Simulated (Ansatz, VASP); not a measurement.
MgO2 in VASP and in Ansatz

```
Mg O
1.0
     1.58398    0.91451    3.45688
    -1.58398    0.91451    3.45688
     0.00000   -1.82903    3.45688
Mg O
1 2
Direct
  0.00000 0.00000 0.00000
  0.42918 0.42918 0.42918
  0.57082 0.57082 0.57082
```

Alike in both runs: functional PBEsol; k mesh 12 × 12 × 12; occupations gaussian, width 0.02 eV; no spin polarisation.

Ansatz relaxed the structure, and its values are those at the end. VASP's run is a single point on that final structure, the one shown.

|  | VASP | Ansatz |
| --- | --- | --- |
| version | VASP 6.6.1 | Ansatz 0.2.0 |
| potentials or method | VASP PAW PBE potentials, release 64 (Mg_sv, O), cutoff 750 eV | scalar-relativistic, plane waves, PAW |
| valence electrons in the cell | 22 | 22 |

Ansatz gave:

```
gap on the k mesh at the Fermi level (eV) : 2.49
least direct gap on the mesh (eV)         : 2.49
pressure (GPa)                            : 0.0
rms of the force components (eV/Å)        : 0.001
```

Problem. Estimate VASP's values.

Solution. gap on the k mesh at the Fermi level (eV): 2.46; least direct gap on the mesh (eV): 2.46; pressure (GPa): 0.0; rms of the force components (eV/Å): 0.077.

VASP's potentials were made for PBE, not for PBEsol, and Ansatz warns of the same on its side. The functional is the same, so the differences come from potentials, cutoffs and numerics.
